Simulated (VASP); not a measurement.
# Ba (Im-3m) in VASP: notebook

Runs on Ba. Level: r2SCAN. Tasks: single point, relaxation of cell and atoms.

All numbers are computed with VASP 6.6.1; they aren't measurements. Logs are shortened: lines on timing, memory, paths and dates and some standing lists are left out, and cuts for length are marked.

## (1) The cell of the first run

It takes space group Im-3m (No. 229, cubic). Conventional cell: a = 5.066 Å, b = 5.066 Å, c = 5.066 Å, α = 90.00°, β = 90.00°, γ = 90.00°. Within 5.8 Å of Ba (site symmetry m-3m) lie 14 Ba at 4.39 to 5.07 Å.

## (2) Single point, r2SCAN

Contents of POSCAR:

```
Ba
1.0
   -2.5328674129      2.5328674129      2.5328674129
    2.5328674129     -2.5328674129      2.5328674129
    2.5328674129      2.5328674129     -2.5328674129
Ba
1
Direct
    0.0000000000      0.0000000000      0.0000000000
```

Contents of INCAR.step1:

```
ALGO     = Normal         # electronic algorithm
EDIFF    = 1E-5           # SCF threshold, eV
ENCUT    = 550            # plane-wave cutoff, eV
GGA      = PE             # functional
GGA_COMPAT= F            
ISMEAR   = 0              # smearing method
LASPH    = T              # aspherical terms in the spheres
LCHARG   = F              # write CHGCAR
LREAL    = F              # projectors in reciprocal space
LWAVE    = T              # write WAVECAR
NBANDS   = 11             # bands
NELM     = 120            # most SCF steps
PREC     = Accurate       # precision mode
SIGMA    = 0.1            # smearing width, eV
```

Contents of INCAR.step2:

```
ALGO     = Normal         # electronic algorithm
EDIFF    = 1E-6           # SCF threshold, eV
ENCUT    = 550            # plane-wave cutoff, eV
GGA_COMPAT= F            
ISIF     = 2              # what is computed and relaxed
ISMEAR   = 0              # smearing method
ISTART   = 1            
LASPH    = T              # aspherical terms in the spheres
LCHARG   = F              # write CHGCAR
LMIXTAU  = T            
LREAL    = F              # projectors in reciprocal space
LWAVE    = F              # write WAVECAR
METAGGA  = R2SCAN         # meta-GGA
NBANDS   = 11             # bands
NELM     = 120            # most SCF steps
PREC     = Accurate       # precision mode
SIGMA    = 0.1            # smearing width, eV
```

Contents of KPOINTS:

```
k-points
0
Gamma
  10 10 10
```

Potentials or basis: VASP PAW PBE potentials, release 64 (Ba_sv).

Command:

```bash
cat potpaw_PBE.64/Ba_sv/POTCAR > POTCAR
cp INCAR.step1 INCAR
mpirun -np 1 vasp_std > vasp.out
cp INCAR.step2 INCAR
mpirun -np 1 vasp_std > vasp.out
```

OUTCAR:

```text
EDIFF = 1E-6
   ENCUT = 550
   ISIF = 2
   ISMEAR = 0
   ISTART = 1
   LASPH = T
   LREAL = F
   METAGGA = R2SCAN
   NELM = 120
   PREC = Accurate

 ion  position               nearest neighbor table
   1  0.000  0.000  0.000-

  LATTYP: Found a body centered cubic cell.
 ALAT       =     5.0657348258

  Lattice vectors:

 A1 = (  -2.5328674129,   2.5328674129,   2.5328674129)
 A2 = (   2.5328674129,  -2.5328674129,   2.5328674129)
 A3 = (   2.5328674129,   2.5328674129,  -2.5328674129)

Analysis of symmetry for initial positions (statically):
=====================================================================
 Subroutine PRICEL returns:
 Original cell was already a primitive cell.

 Routine SETGRP: Setting up the symmetry group for a
 body centered cubic supercell.

 Subroutine GETGRP returns: Found 48 space group operations
 (whereof 48 operations were pure point group operations)
 out of a pool of 48 trial point group operations.

The static configuration has the point symmetry O_h .

Analysis of symmetry for dynamics (positions and initial velocities):
=====================================================================
 Subroutine PRICEL returns:
 Original cell was already a primitive cell.

 Routine SETGRP: Setting up the symmetry group for a
 body centered cubic supercell.

 Subroutine GETGRP returns: Found 48 space group operations
 (whereof 48 operations were pure point group operations)
 out of a pool of 48 trial point group operations.

The dynamic configuration has the point symmetry O_h .

 Subroutine INISYM returns: Found 48 space group operations
 (whereof 48 operations are pure point group operations),
 and found     1 'primitive' translations

----------------------------------------------------------------------------------------

                                     Primitive cell

  volume of cell :      64.9976

  direct lattice vectors                    reciprocal lattice vectors
    -2.532867413  2.532867413  2.532867413     0.000000000  0.197404727  0.197404727
     2.532867413 -2.532867413  2.532867413     0.197404727  0.000000000  0.197404727
     2.532867413  2.532867413 -2.532867413     0.197404727  0.197404727  0.000000000

  length of vectors
     4.387055048  4.387055048  4.387055048     0.279172442  0.279172442  0.279172442

[... 75 lines left out ...]
   LASPH  =      T    aspherical Exc in radial PAW
   ENCUT  =  550.0 eV  40.42 Ry    6.36 a.u.   8.39  8.39  8.39*2*pi/ulx,y,z
   NELM   =    120;   NELMIN=  2; NELMDL=  0     # of ELM steps
   EDIFF  = 0.1E-05   stopping-criterion for ELM
   LREAL  =      F    real-space projection
[... 7 lines left out ...]
   TEBEG  =    0.0;   TEEND  =   0.0 temperature during run
   PSTRESS=    0.0 pullay stress
   NELECT =      10.0000    total number of electrons
   NUPDOWN=      -1.0000    fix difference up-down
   EMIN   =  10.00;   EMAX   =-10.00  energy-range for DOS
   EFERMI =   0.00;   METHOD = LEGACY
   ISMEAR =     0;   SIGMA  =   0.10  broadening in eV -4-tet -1-fermi 0-gaus
   EFERMI_NEDOS =   21; number of points for ismear=-14 and -15
   IALGO  =     38    algorithm
   IMIX   =      4    mixing-type and parameters
     AMIX     =   0.40;   BMIX     =  1.00
     AMIX_MAG =   1.60;   BMIX_MAG =  1.00
  volume/ion in A,a.u.               =      65.00       438.63
  Fermi-wavevector in a.u.,A,eV,Ry     =   0.877221  1.657707 10.469911  0.769517
  Thomas-Fermi vector in A             =   1.997140
   LORBIT       =      0    0 simple, 1 ext, 2 COOP (PROOUT), +10 PAW based schemes
   METAGGA = R2SCAN    functional components
   LHFCALC =     F    Hartree Fock is set to
   AEXX    =    0.0000 exact exchange contribution
   IVDW    =     0    specifies the selected vdW correction
   LEPSILON=     F    determine dielectric tensor
   LRPA    =     F    only Hartree local field effects (RPA)
 non-spin polarized calculation
 Gauss-broadening in eV      SIGMA  =   0.10
  energy-cutoff  :      550.00
  volume of cell :       65.00
 maximum number of plane-waves:      1926
 NGX is ok and might be reduce to    36
   NGX = 17   NGY = 17   NGZ = 17

 number of electron      10.0000000 magnetization

 Free energy of the ion-electron system (eV)
  ---------------------------------------------------
  ext. energy  EPLUGINS =         0.00000000
  ---------------------------------------------------
  free energy    TOTEN  =       -26.43476610 eV

  energy without entropy =      -26.42777365  energy(sigma->0) =      -26.43126988

 E-fermi :   1.6202     XC(G=0):  -7.7241

 val. band max:        1.5843473284   @ k =  -0.4000   0.4000   0.3000
 cond. band min:       1.6345447132   @ k =  -0.4000  -0.4000   0.2000
 fundamental gap:      0.0501973848
 Fermi energy:         1.6201798569

 k-point     1 :       0.0000    0.0000    0.0000
  band No.  band energies     occupation
      1     -28.3455      2.00000
      2     -12.8933      2.00000
      3     -12.8933      2.00000
      4     -12.8933      2.00000
      5      -1.2461      2.00000
      6       3.7256      0.00000
      7       3.7256      0.00000
      8       3.7256      0.00000
      9       5.0395      0.00000
     10       5.0395      0.00000
     11       8.8214      0.00000
[... 309 lines left out ...]
 k-point    24 :      -0.3000    0.3000    0.1000
  band No.  band energies     occupation
      1     -28.3156      2.00000
      2     -13.1755      2.00000
      3     -12.9964      2.00000
      4     -12.9274      2.00000
      5       0.2848      2.00000
      6       2.6163      0.00000
      7       3.0111      0.00000
      8       4.3005      0.00000
      9       5.2560      0.00000
     10       5.6012      0.00000
     11       8.6196      0.00000

 [... further k-points ...]

------------------------ aborting loop because EDIFF is reached ----------------------------------------

  FORCE on cell =-STRESS in cart. coord.  units (eV):
  Direction    XX          YY          ZZ          XY          YZ          ZX
  --------------------------------------------------------------------------------------
  -------------------------------------------------------------------------------------
  Total        0.0212944      0.0212944      0.0212944      0.0000000     -0.0000000      0.0000000
  in kB        0.5249019      0.5249019      0.5249019      0.0000000     -0.0000000      0.0000000
  external PRESSURE =       0.5249019 kB  Pullay stress =       0.0000000 kB

 VOLUME and BASIS-vectors are now :
 -----------------------------------------------------------------------------
  energy-cutoff  :      550.00
  volume of cell :       65.00
      direct lattice vectors                 reciprocal lattice vectors
    -2.532867413  2.532867413  2.532867413     0.000000000  0.197404727  0.197404727
     2.532867413 -2.532867413  2.532867413     0.197404727  0.000000000  0.197404727
     2.532867413  2.532867413 -2.532867413     0.197404727  0.197404727  0.000000000

 POSITION                                       TOTAL-FORCE (eV/Angst)
 -----------------------------------------------------------------------------------
      0.00000      0.00000      0.00000         0.000000     -0.000000      0.000000
 -----------------------------------------------------------------------------------
    total drift:                               -0.000000      0.000000      0.000000

  FREE ENERGIE OF THE ION-ELECTRON SYSTEM (eV)
  ---------------------------------------------------
  free  energy   TOTEN  =       -26.4347661030 eV

  energy  without entropy=      -26.4277736536  energy(sigma->0) =      -26.43126988
```

OSZICAR.step1:

```text
N       E                     dE             d eps       ncg     rms          rms(c)
DAV:   1     0.566463903928E+02    0.56646E+02   -0.43280E+03  1034   0.778E+02
DAV:   2     0.921497860353E+00   -0.55725E+02   -0.54203E+02  1239   0.138E+02
DAV:   3    -0.182812400052E+01   -0.27496E+01   -0.27324E+01  1299   0.318E+01
DAV:   4    -0.190598924067E+01   -0.77865E-01   -0.77726E-01  1370   0.499E+00
DAV:   5    -0.190828963731E+01   -0.23004E-02   -0.23001E-02  1390   0.684E-01    0.157E+00
DAV:   6    -0.190838488694E+01   -0.95250E-04   -0.33540E-03  1264   0.540E-01    0.934E-01
DAV:   7    -0.190915372647E+01   -0.76884E-03   -0.65200E-03  1184   0.869E-01    0.438E-02
DAV:   8    -0.190933627808E+01   -0.18255E-03   -0.32637E-04  1551   0.114E-01    0.310E-02
DAV:   9    -0.190934497011E+01   -0.86920E-05   -0.66313E-06   863   0.241E-02
   1 F= -.19093450E+01 E0= -.19059015E+01  d E =-.688686E-02
```

Run time: 1.9 min. Hardware: 1 thread of Intel Xeon Platinum 8488C (Sapphire Rapids), shared host; peak memory 0.22 GiB.

What came out:

```yaml
Free_energy: -26.4348 eV
Pressure: 0.1 GPa
Band_gap_on_the_k_mesh: zero (bands 5 and 6 overlap by 0.93 eV)
```

Levels at points of the mesh, in eV from the Fermi level:
| k point | band 3 | band 4 | band 5 | band 6 | band 7 | band 8 |
| --- | --- | --- | --- | --- | --- | --- |
| (0.00, 0.00, 0.00) | -14.51 | -14.51 | -2.87 | 2.11 | 2.11 | 2.11 |
| (0.50, 0.00, 0.00) | -14.65 | -14.52 | -0.85 | 0.89 | 1.12 | 3.46 |
| (0.50, 0.50, 0.50) | -14.80 | -14.80 | -0.57 | -0.57 | 4.55 | 4.55 |

Caveat: the PAW data sets were made with another functional, which shifts forces and pressure a little; spin-orbit coupling is left out, which moves the levels of the heavy elements.

## (3) Single point, r2SCAN

This run uses another cell than the first one, of 65.72 Å³/atom.

Contents of POSCAR:

```
Ba
1.0
   -2.5421688096      2.5421688096      2.5421688096
    2.5421688096     -2.5421688096      2.5421688096
    2.5421688096      2.5421688096     -2.5421688096
Ba
1
Direct
    0.0000000000      0.0000000000      0.0000000000
```

Contents of INCAR.step1:

```
PREC = Accurate ; ENCUT = 550
ISMEAR = -1 ; SIGMA = 0.15
LREAL = False ; LASPH = True
NELM = 120 ; NBANDS = 11
GGA = PE ; ALGO = Normal
EDIFF = 1E-5 ; LWAVE = True
LCHARG = False ; GGA_COMPAT = False
```

Contents of INCAR.step2:

```
PREC = Accurate ; ENCUT = 550
EDIFF = 1E-6 ; ISMEAR = -1
SIGMA = 0.15 ; LREAL = False
LASPH = True ; NELM = 120
ALGO = Normal ; ISIF = 2
LWAVE = False ; LCHARG = False
METAGGA = R2SCAN ; LMIXTAU = True
NBANDS = 11 ; ISTART = 1
GGA_COMPAT = False
```

Contents of KPOINTS:

```
regular mesh
0
Gamma
  12 12 12
```

Potentials or basis: VASP PAW PBE potentials, release 64 (Ba_sv).

Command:

```bash
cat potpaw_PBE.64/Ba_sv/POTCAR > POTCAR
cp INCAR.step1 INCAR
mpirun -np 1 vasp_std > vasp.out
cp INCAR.step2 INCAR
mpirun -np 1 vasp_std > vasp.out
```

It took 1.7 min on 1 thread of Intel Xeon Platinum 8488C (Sapphire Rapids), shared host; peak memory 0.24 GiB.

The run converged. Its results:

```
Free energy            : -26.4816 eV
Pressure               : 0.0 GPa
Band gap on the k mesh : zero (bands 5 and 6 overlap by 1.09 eV)
```

Levels at points of the mesh, in eV from the Fermi level:
| k point | band 2 | band 3 | band 4 | band 5 | band 6 | band 7 | band 8 | band 9 |
| --- | --- | --- | --- | --- | --- | --- | --- | --- |
| (0.00, 0.00, 0.00) | -14.56 | -14.56 | -14.56 | -2.88 | 2.07 | 2.07 | 2.07 | 3.37 |
| (0.50, 0.00, 0.00) | -14.97 | -14.69 | -14.56 | -0.87 | 0.87 | 1.06 | 3.40 | 3.95 |
| (0.50, 0.50, 0.50) | -14.84 | -14.84 | -14.84 | -0.58 | -0.58 | 4.47 | 4.47 | 4.47 |

Caveat: the PAW data sets were made with another functional, which shifts forces and pressure a little; spin-orbit coupling is left out, which moves the levels of the heavy elements.

## (4) Relaxation of cell and atoms, r2SCAN

This run uses another cell than the first one, of 63.44 Å³/atom.

Contents of POSCAR:

```
Ba
1.0
   -2.5125000000      2.5125000000      2.5125000000
    2.5125000000     -2.5125000000      2.5125000000
    2.5125000000      2.5125000000     -2.5125000000
Ba
1
Direct
    0.0000000000      0.0000000000      0.0000000000
```

Contents of INCAR.step1:

```
SYSTEM = Ba
ALGO = Normal
EDIFF = 1E-5
EDIFFG = -0.005
ENCUT = 550
GGA = PE
GGA_COMPAT = .False.
IBRION = 2
ISIF = 3
ISMEAR = 0
LASPH = .True.
LCHARG = .False.
LREAL = .False.
LWAVE = .True.
NELM = 120
NELMIN = 4
NSW = 100
PREC = Accurate
SIGMA = 0.1
```

Contents of INCAR.step2:

```
SYSTEM = Ba
ALGO = Normal
EDIFF = 1E-7
EDIFFG = -0.002
ENCUT = 550
GGA_COMPAT = .False.
IBRION = 2
ISIF = 3
ISMEAR = 0
ISTART = 1
LASPH = .True.
LCHARG = .False.
LMIXTAU = .True.
LREAL = .False.
LWAVE = .False.
METAGGA = R2SCAN
NELM = 120
NELMIN = 4
NSW = 100
PREC = Accurate
SIGMA = 0.1
```

Contents of KPOINTS:

```
k-points
0
Gamma
  10 10 10
  0 0 0
```

Command:

```bash
cat potpaw_PBE.64/Ba_sv/POTCAR > POTCAR
cp INCAR.step1 INCAR
mpirun -np 1 vasp_std > vasp.out
cp INCAR.step2 INCAR
mpirun -np 1 vasp_std > vasp.out
```

It took 5.1 min on 1 thread of Intel Xeon Platinum 8488C (Sapphire Rapids), shared host; peak memory 0.23 GiB.

Results (log left out):

```
Free energy                           : -26.4348 eV
Relaxed volume                        : 65.37 Å³/atom
Relaxed cell                          : a = 4.395 Å, b = 4.395 Å, c = 4.395 Å, α = 109.47°, β = 109.47°, γ = 109.47°
Space group after relaxing (to 0.1 Å) : Im-3m (No. 229)
Energy gained by relaxing             : 1.6 meV/atom
Ionic steps                           : 5
Pressure after relaxing               : 0.0 GPa
Band gap on the k mesh                : zero (bands 5 and 6 overlap by 0.92 eV)
```

Step by step:
```csv
step,energy change (eV),largest force (eV/Å),pressure (GPa),volume (Å³)
1,0.0000,0.0000,0.27,63.44
2,-0.0012,0.0000,0.12,64.42
3,-0.0015,0.0000,0.04,65.03
4,-0.0013,0.0000,-0.11,66.26
5,-0.0016,0.0000,0.00,65.37
```

Final structure:
```
Ba
1.0
    -2.53771    2.53771    2.53771
     2.53771   -2.53771    2.53771
     2.53771    2.53771   -2.53771
Ba
1
Cartesian
  0.0000 0.0000 0.0000
```

Levels at points of the mesh, in eV from the Fermi level:
```tsv
k point	band 2	band 3	band 4	band 5	band 6	band 7	band 8	band 9
(0.00, 0.00, 0.00)	-14.53	-14.53	-14.53	-2.86	2.10	2.10	2.10	3.41
(0.50, 0.00, 0.00)	-14.95	-14.66	-14.53	-0.85	0.89	1.10	3.44	3.99
(0.50, 0.50, 0.50)	-14.81	-14.81	-14.81	-0.56	-0.56	4.52	4.52	4.52
```

Caveat: the PAW data sets were made with another functional, which shifts forces and pressure a little; spin-orbit coupling is left out, which moves the levels of the heavy elements. Zero-point motion and thermal expansion aren't in these numbers.

## (5) Relaxation of cell and atoms, r2SCAN

Contents of POSCAR:

```
Ba
1.0
   -2.5328674129      2.5328674129      2.5328674129
    2.5328674129     -2.5328674129      2.5328674129
    2.5328674129      2.5328674129     -2.5328674129
Ba
1
Direct
    0.0000000000      0.0000000000      0.0000000000
```

Contents of INCAR.step1:

```
ALGO = Normal
EDIFF = 1E-5
EDIFFG = -0.005
ENCUT = 550
GGA = PE
GGA_COMPAT = False
IBRION = 2
ISIF = 3
ISMEAR = -1
LASPH = True
LCHARG = False
LREAL = False
LWAVE = True
NELM = 120
NELMIN = 4
NSW = 100
PREC = Accurate
SIGMA = 0.15
```

Contents of INCAR.step2:

```
ALGO = Normal
EDIFF = 1E-7
EDIFFG = -0.001
ENCUT = 550
GGA_COMPAT = False
IBRION = 2
ISIF = 3
ISMEAR = -1
ISTART = 1
LASPH = True
LCHARG = False
LMIXTAU = True
LREAL = False
LWAVE = False
METAGGA = R2SCAN
NELM = 120
NELMIN = 4
NSW = 80
PREC = Accurate
SIGMA = 0.15
```

Contents of KPOINTS:

```
k-points
0
Gamma
  12 12 12
```

Command:

```bash
cat potpaw_PBE.64/Ba_sv/POTCAR > POTCAR
cp INCAR.step1 INCAR
mpirun -np 1 vasp_std > vasp.out
cp INCAR.step2 INCAR
mpirun -np 1 vasp_std > vasp.out
```

Wall time 7.3 min (1 thread of Intel Xeon Platinum 8488C (Sapphire Rapids), shared host); peak memory 0.24 GiB.

The run converged. Its results:

* Free energy: -26.4817 eV
* Relaxed volume: 66.05 Å³/atom
* Relaxed cell: a = 4.411 Å, b = 4.411 Å, c = 4.411 Å, α = 109.47°, β = 109.47°, γ = 109.47°
* Space group after relaxing (to 0.1 Å): Im-3m (No. 229)
* Energy gained by relaxing: 0.4 meV/atom
* Ionic steps: 5
* Pressure after relaxing: 0.0 GPa
* Band gap on the k mesh: zero (bands 5 and 6 overlap by 1.08 eV)

Step by step:
| step | energy change (eV) | largest force (eV/Å) | pressure (GPa) | volume (Å³) |
| --- | --- | --- | --- | --- |
| 1 | 0.0000 | 0.0000 | 0.14 | 65.00 |
| 2 | -0.0003 | 0.0000 | 0.06 | 65.52 |
| 3 | -0.0004 | 0.0000 | 0.02 | 65.86 |
| 4 | -0.0004 | 0.0000 | -0.07 | 66.57 |
| 5 | -0.0004 | 0.0000 | 0.00 | 66.05 |

Final structure:
```
Ba
1.0
    -2.54641    2.54641    2.54641
     2.54641   -2.54641    2.54641
     2.54641    2.54641   -2.54641
Ba
1
Direct
  0.00000 0.00000 0.00000
```

Levels at points of the mesh, in eV from the Fermi level:
```csv
k point,band 1,band 2,band 3,band 4,band 5,band 6,band 7,band 8,band 9
"(0.00, 0.00, 0.00)",-30.01,-14.57,-14.57,-14.57,-2.88,2.06,2.06,2.06,3.36
"(0.50, 0.00, 0.00)",-29.97,-14.98,-14.70,-14.57,-0.86,0.87,1.05,3.39,3.94
"(0.50, 0.50, 0.50)",-29.95,-14.85,-14.85,-14.85,-0.57,-0.57,4.44,4.44,4.44
```

Caveat: the PAW data sets were made with another functional, which shifts forces and pressure a little; spin-orbit coupling is left out, which moves the levels of the heavy elements. Zero-point motion and thermal expansion aren't in these numbers.

## (6) Summary

```tsv
task	cell	k mesh	smearing	gap on the mesh (eV)	pressure (GPa)	relaxed volume (Å³/atom)
single point	a = 4.387 Å, angles 109.5°, 1 atom	10 × 10 × 10	gaussian 0.1 eV	none	0.1	-
single point	a = 4.403 Å, angles 109.5°, 1 atom	12 × 12 × 12	fermi-dirac 0.15 eV	none	0.0	-
relaxation of cell and atoms	relaxed from a = 4.352 Å, angles 109.5°, 1 atom	10 × 10 × 10	gaussian 0.1 eV	none	0.0	65.37
relaxation of cell and atoms	relaxed from a = 4.387 Å, angles 109.5°, 1 atom	12 × 12 × 12	fermi-dirac 0.15 eV	none	0.0	66.05
```

Alike in all rows: level r2SCAN; potentials or basis VASP PAW PBE potentials, release 64 (Ba_sv); no spin polarisation; cutoff (eV) 550.

Caveats: the PAW data sets were made with another functional, which shifts forces and pressure a little; spin-orbit coupling is left out, which moves the levels of the heavy elements.

Absolute energies hang on the potentials; compare differences alone.

The gap in the log of VASP goes by the Fermi energy; the results here count the filled bands.